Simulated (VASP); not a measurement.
# GeW (P4/mmm) in VASP: notebook

The runs below take GeW through single point, with PBE.

All numbers are computed with VASP 6.6.1; they aren't measurements. Logs are shortened: lines on timing, memory, paths and dates and some standing lists are left out, and cuts for length are marked.

## 1. The cell of the first run

Symmetry: P4/mmm, No. 123, tetragonal system. Conventional cell: a = 3.637 Å, b = 3.637 Å, c = 2.720 Å, α = 90.00°, β = 90.00°, γ = 90.00°. Within 3.4 Å of Ge (site symmetry 4/mmm) lie 4 W at 2.57 Å and 2 Ge at 2.72 Å. Within 3.4 Å of W (site symmetry 4/mmm) lie 4 Ge at 2.57 Å and 2 W at 2.72 Å.

The cell was generated, and may not be a known phase.

## 2. Single point, PBE

File INCAR:

```
SYSTEM = GeW
PREC = Accurate
ENCUT = 500
EDIFF = 1E-6
ISMEAR = 0
SIGMA = 0.2
LREAL = .FALSE.
LASPH = .TRUE.
NELM = 120
ALGO = Normal
ISIF = 2
LWAVE = .FALSE.
LCHARG = .FALSE.
GGA = PE
NBANDS = 21
GGA_COMPAT = .FALSE.
```

File KPOINTS:

```
regular mesh
0
G
  5 5 7
  0 0 0
```

File POSCAR:

```
GeW
1.0
    3.6373206318      0.0000000000      0.0000000000
    0.0000000000      3.6373206318      0.0000000000
    0.0000000000      0.0000000000      2.7204660242
Ge W
1 1
Direct
    0.5000000000      0.5000000000      0.5000000000
    0.0000000000      0.0000000000      0.5000000000
```

Potentials or basis: VASP PAW PBE potentials, release 64 (Ge_d, W_sv).

Launch:

```bash
$ cat potpaw_PBE.64/Ge_d/POTCAR potpaw_PBE.64/W_sv/POTCAR > POTCAR
$ mpirun -np 1 vasp_std > vasp.out
```

OUTCAR:

```text
SYSTEM = GeW
   PREC = Accurate
   ENCUT = 500
   EDIFF = 1E-6
   ISMEAR = 0
   LREAL = .FALSE.
   LASPH = .TRUE.
   NELM = 120
   ISIF = 2
   GGA = PE

 ion  position               nearest neighbor table
   1  0.500  0.500  0.500-   2 2.57   2 2.57   2 2.57   2 2.57
   2  0.000  0.000  0.500-   1 2.57   1 2.57   1 2.57   1 2.57

  LATTYP: Found a simple tetragonal cell.
 ALAT       =     3.6373206318
 C/A-ratio  =     0.7479313208

  Lattice vectors:

 A1 = (   3.6373206318,   0.0000000000,   0.0000000000)
 A2 = (   0.0000000000,   3.6373206318,   0.0000000000)
 A3 = (   0.0000000000,   0.0000000000,   2.7204660242)

Analysis of symmetry for initial positions (statically):
=====================================================================
 Subroutine PRICEL returns:
 Original cell was already a primitive cell.

 Routine SETGRP: Setting up the symmetry group for a
 simple tetragonal supercell.

 Subroutine GETGRP returns: Found 16 space group operations
 (whereof 16 operations were pure point group operations)
 out of a pool of 16 trial point group operations.

The static configuration has the point symmetry D_4h.

Analysis of symmetry for dynamics (positions and initial velocities):
=====================================================================
 Subroutine PRICEL returns:
 Original cell was already a primitive cell.

 Routine SETGRP: Setting up the symmetry group for a
 simple tetragonal supercell.

 Subroutine GETGRP returns: Found 16 space group operations
 (whereof 16 operations were pure point group operations)
 out of a pool of 16 trial point group operations.

The dynamic configuration has the point symmetry D_4h.

 Subroutine INISYM returns: Found 16 space group operations
 (whereof 16 operations are pure point group operations),
 and found     1 'primitive' translations

----------------------------------------------------------------------------------------

                                     Primitive cell

  volume of cell :      35.9920

  direct lattice vectors                    reciprocal lattice vectors
     3.637320632  0.000000000  0.000000000     0.274927646  0.000000000  0.000000000
     0.000000000  3.637320632  0.000000000     0.000000000  0.274927646  0.000000000
     0.000000000  0.000000000  2.720466024     0.000000000  0.000000000  0.367584080

  length of vectors
     3.637320632  3.637320632  2.720466024     0.274927646  0.274927646  0.367584080

  position of ions in fractional coordinates (direct lattice)
     0.500000000  0.500000000  0.500000000
     0.000000000  0.000000000  0.500000000

  ion indices of the primitive-cell ions
   primitive index   ion index
                 1           1
                 2           2

----------------------------------------------------------------------------------------

 KPOINTS: regular mesh

Automatic generation of k-mesh.
 Grid dimensions read from file:
 generate k-points for:    5    5    7

 Generating k-lattice:

  Cartesian coordinates                     Fractional coordinates (reciprocal lattice)
     0.054985529  0.000000000  0.000000000     0.200000000  0.000000000  0.000000000
     0.000000000  0.054985529  0.000000000     0.000000000  0.200000000  0.000000000
     0.000000000  0.000000000  0.052512011     0.000000000  0.000000000  0.142857143

  Length of vectors
     0.054985529  0.054985529  0.052512011

  Shift w.r.t. Gamma in fractional coordinates (k-lattice)
     0.000000000  0.000000000  0.000000000

 Subroutine IBZKPT returns following result:
 ===========================================

 Found     24 irreducible k-points:

 Following reciprocal coordinates:
            Coordinates               Weight
  0.000000  0.000000  0.000000      1.000000
  0.200000  0.000000  0.000000      4.000000
  0.400000  0.000000  0.000000      4.000000
  0.200000  0.200000  0.000000      4.000000
  0.400000  0.200000  0.000000      8.000000
  0.400000  0.400000  0.000000      4.000000
[... 16 lines left out ...]
  0.400000  0.200000  0.428571     16.000000
  0.400000  0.400000  0.428571      8.000000
   k-points           NKPTS =     24   k-points in BZ     NKDIM =     24   number of bands    NBANDS=     21
   number of dos      NEDOS =    301   number of ions     NIONS =      2
   total plane-waves  NPLWV =  15680
   dimension x,y,z NGX =    28 NGY =   28 NGZ =   20
   dimension x,y,z NGXF=    56 NGYF=   56 NGZF=   40
   ions per type =               1   1
   NGX,Y,Z   is equivalent  to a cutoff of  12.80, 12.80, 12.22 a.u.
   NGXF,Y,Z  is equivalent  to a cutoff of  25.60, 25.60, 24.44 a.u.
 SYSTEM =  GeW
   PREC   = accura    normal or accurate (medium, high low for compatibility)
   ISTART =      0    job   : 0-new  1-cont  2-samecut
   ICHARG =      2    charge: 1-file 2-atom 10-const
   ISPIN  =      1    spin polarized calculation?
   LNONCOLLINEAR =      F non collinear calculations
   LSORBIT =      F    spin-orbit coupling
   LASPH  =      T    aspherical Exc in radial PAW
   ENCUT  =  500.0 eV  36.75 Ry    6.06 a.u.   6.63  6.63  4.96*2*pi/ulx,y,z
   NELM   =    120;   NELMIN=  2; NELMDL= -5     # of ELM steps
   EDIFF  = 0.1E-05   stopping-criterion for ELM
   LREAL  =      F    real-space projection
   EDIFFG = 0.1E-04   stopping-criterion for IOM
   NSW    =      0    number of steps for IOM
   IBRION =     -1    ionic relax: 0-MD 1-quasi-New 2-CG
   NFREE  =      0    steps in history (QN), initial steepest desc. (CG)
   ISIF   =      2    stress and relaxation
   ISYM   =      2    0-nonsym 1-usesym 2-fastsym
   POTIM  = 0.5000    time-step for ionic-motion
   TEBEG  =    0.0;   TEEND  =   0.0 temperature during run
   PSTRESS=    0.0 pullay stress
   NELECT =      28.0000    total number of electrons
   NUPDOWN=      -1.0000    fix difference up-down
   EMIN   =  10.00;   EMAX   =-10.00  energy-range for DOS
   EFERMI =   0.00;   METHOD = LEGACY
   ISMEAR =     0;   SIGMA  =   0.20  broadening in eV -4-tet -1-fermi 0-gaus
   EFERMI_NEDOS =   21; number of points for ismear=-14 and -15
   IALGO  =     38    algorithm
   IMIX   =      4    mixing-type and parameters
     AMIX     =   0.40;   BMIX     =  1.00
     AMIX_MAG =   1.60;   BMIX_MAG =  1.00
  volume/ion in A,a.u.               =      18.00       121.44
  Fermi-wavevector in a.u.,A,eV,Ry     =   1.505655  2.845275 30.844349  2.266996
  Thomas-Fermi vector in A             =   2.616475
   LORBIT       =      0    0 simple, 1 ext, 2 COOP (PROOUT), +10 PAW based schemes
   GGA     = PE    functional components
   LHFCALC =     F    Hartree Fock is set to
   AEXX    =    0.0000 exact exchange contribution
   IVDW    =     0    specifies the selected vdW correction
   LEPSILON=     F    determine dielectric tensor
   LRPA    =     F    only Hartree local field effects (RPA)
 non-spin polarized calculation
 Gauss-broadening in eV      SIGMA  =   0.20
  energy-cutoff  :      500.00
  volume of cell :       35.99
 maximum number of plane-waves:       934
 NGX is ok and might be reduce to    28
   NGX = 13   NGY = 13   NGZ =  9

 number of electron      28.0000022 magnetization

 Free energy of the ion-electron system (eV)
  ---------------------------------------------------
  ext. energy  EPLUGINS =         0.00000000
  ---------------------------------------------------
  free energy    TOTEN  =       -15.55170487 eV

  energy without entropy =      -15.52437685  energy(sigma->0) =      -15.53804086

 E-fermi :   8.3799     XC(G=0): -12.1339

 val. band max:        8.3623089548   @ k =   0.4000   0.2000   0.2857
 cond. band min:       8.5047300133   @ k =   0.4000   0.4000   0.2857
 fundamental gap:      0.1424210585
 Fermi energy:         8.3798761447

 k-point     1 :       0.0000    0.0000    0.0000
  band No.  band energies     occupation
      1     -65.8195      2.00000
      2     -30.1314      2.00000
      3     -30.1314      2.00000
      4     -29.3743      2.00000
      5     -16.3906      2.00000
      6     -16.1686      2.00000
[... 13 lines left out ...]
     20      20.1503      0.00000
     21      20.9948      0.00000

 k-point     2 :       0.2000    0.0000    0.0000
  band No.  band energies     occupation
      1     -65.8190      2.00000
      2     -30.1526      2.00000
      3     -30.1313      2.00000
      4     -29.3735      2.00000
      5     -16.3864      2.00000
      6     -16.1691      2.00000
[... 13 lines left out ...]
     20      18.0803      0.00000
     21      20.1998      0.00000

 k-point     3 :       0.4000    0.0000    0.0000
  band No.  band energies     occupation
      1     -65.8184      2.00000
      2     -30.1867      2.00000
      3     -30.1311      2.00000
      4     -29.3721      2.00000
      5     -16.3798      2.00000
      6     -16.1699      2.00000
[... 13 lines left out ...]
     20      18.0181      0.00000
     21      19.5118      0.00000

 k-point     4 :       0.2000    0.2000    0.0000
  band No.  band energies     occupation
      1     -65.8187      2.00000
      2     -30.1536      2.00000
      3     -30.1486      2.00000
      4     -29.3726      2.00000
      5     -16.3846      2.00000
      6     -16.1697      2.00000
[... 13 lines left out ...]
     20      17.8516      0.00000
     21      18.2727      0.00000

 k-point     5 :       0.4000    0.2000    0.0000
  band No.  band energies     occupation
      1     -65.8180      2.00000
      2     -30.1831      2.00000
      3     -30.1487      2.00000
      4     -29.3712      2.00000
      5     -16.3813      2.00000
      6     -16.1705      2.00000
[... 13 lines left out ...]
     20      17.8369      0.00000
     21      20.8097      0.00000
[... 382 lines left out ...]
     20      17.5338      0.00000
     21      18.0621      0.00000

 k-point    22 :       0.2000    0.2000    0.4286
  band No.  band energies     occupation
      1     -65.7596      2.00000
      2     -30.2348      2.00000
      3     -30.0592      2.00000
      4     -30.0544      2.00000
      5     -16.2423      2.00000
      6     -16.2403      2.00000
[... 13 lines left out ...]
     20      17.4485      0.00000
     21      19.6068      0.00000

 k-point    23 :       0.4000    0.2000    0.4286
  band No.  band energies     occupation
      1     -65.7589      2.00000
      2     -30.2318      2.00000
      3     -30.0854      2.00000
      4     -30.0548      2.00000
      5     -16.2444      2.00000
      6     -16.2412      2.00000
[... 13 lines left out ...]
     20      17.9442      0.00000
     21      18.0891      0.00000

 k-point    24 :       0.4000    0.4000    0.4286
  band No.  band energies     occupation
      1     -65.7584      2.00000
      2     -30.2286      2.00000
      3     -30.0809      2.00000
      4     -30.0791      2.00000
      5     -16.2462      2.00000
      6     -16.2454      2.00000
[... 13 lines left out ...]
     20      17.6916      0.00000
     21      18.2387      0.00000

------------------------ aborting loop because EDIFF is reached ----------------------------------------

  FORCE on cell =-STRESS in cart. coord.  units (eV):
  Direction    XX          YY          ZZ          XY          YZ          ZX
  --------------------------------------------------------------------------------------
  -------------------------------------------------------------------------------------
  Total        0.0184587      0.0184587      0.0039579      0.0000000      0.0000000     -0.0000000
  in kB        0.8216849      0.8216849      0.1761843      0.0000000      0.0000000     -0.0000000
  external PRESSURE =       0.6065180 kB  Pullay stress =       0.0000000 kB

 VOLUME and BASIS-vectors are now :
 -----------------------------------------------------------------------------
  energy-cutoff  :      500.00
  volume of cell :       35.99
      direct lattice vectors                 reciprocal lattice vectors
     3.637320632  0.000000000  0.000000000     0.274927646  0.000000000  0.000000000
     0.000000000  3.637320632  0.000000000     0.000000000  0.274927646  0.000000000
     0.000000000  0.000000000  2.720466024     0.000000000  0.000000000  0.367584080

 POSITION                                       TOTAL-FORCE (eV/Angst)
 -----------------------------------------------------------------------------------
      1.81866      1.81866      1.36023         0.000000      0.000000      0.000000
      0.00000      0.00000      1.36023         0.000000      0.000000      0.000000
 -----------------------------------------------------------------------------------
    total drift:                                0.000000      0.000000      0.000000

  FREE ENERGIE OF THE ION-ELECTRON SYSTEM (eV)
  ---------------------------------------------------
  free  energy   TOTEN  =       -15.5517048659 eV

  energy  without entropy=      -15.5243768526  energy(sigma->0) =      -15.53804086
```

It took 12 s on 1 thread of AMD EPYC 7R13 (Zen 3), shared host; peak memory 0.12 GiB.

Results:

- Free energy: -15.5517 eV
- Pressure: 0.1 GPa
- Band gap on the k mesh: zero (bands 14 and 15 overlap by 2.22 eV)

Caveat: spin-orbit coupling is left out, which moves the levels of the heavy elements.

## 3. Single point, PBE

This run uses another cell than the first one, of 18.03 Å³/atom.

File INCAR:

```
PREC = Accurate
ENCUT = 500
EDIFF = 1E-6
ISMEAR = 0
SIGMA = 0.2
LREAL = False
LASPH = True
NELM = 120
ALGO = Normal
ISIF = 2
LWAVE = False
LCHARG = False
GGA = PE
NBANDS = 21
GGA_COMPAT = False
```

File KPOINTS:

```
Automatic mesh
0
Gamma
  6 6 5
```

File POSCAR:

```
GeW
1.0
    3.6129555794      0.0000000000      0.0000000000
    0.0000000000      3.6129555794      0.0000000000
    0.0000000000      0.0000000000      2.7629920647
Ge W
1 1
Direct
    0.0000000000      0.0000000000      0.0000000000
    0.5000000000      0.5000000000      0.0000000000
```

Potentials or basis: VASP PAW PBE potentials, release 64 (Ge_d, W_sv).

Launch:

```bash
$ cat potpaw_PBE.64/Ge_d/POTCAR potpaw_PBE.64/W_sv/POTCAR > POTCAR
$ mpirun -np 1 vasp_std > vasp.out
```

Wall time 17 s (1 thread of AMD EPYC 7R13 (Zen 3), shared host); peak memory 0.12 GiB.

It converged, with:

| Quantity | Value |
| --- | --- |
| Free energy | -15.5965 eV |
| Pressure | 0.1 GPa |
| Band gap on the k mesh | zero (bands 14 and 15 overlap by 2.35 eV) |

Levels at points of the mesh, in eV from the Fermi level:
```
           k point  band 10  band 11  band 12  band 13  band 14  band 15  band 16  band 17  band 18  band 19
(0.00, 0.00, 0.00)   -12.09    -3.58    -3.08    -0.53    -0.05    -0.05     2.45     2.45     3.71     6.85
(0.50, 0.00, 0.00)    -9.96    -7.11    -3.82    -3.25     0.70     1.40     2.52     4.76     7.58     8.20
(0.50, 0.50, 0.00)   -10.23    -3.83    -3.83    -3.72     0.81     1.19     1.91     1.91     2.94     8.38
```

Caveat: the k points lie up to 0.45 Å⁻¹ apart, too coarse for converged energies and pressures of a metal; spin-orbit coupling is left out, which moves the levels of the heavy elements.

The gap in the log of VASP goes by the Fermi energy; the results here count the filled bands.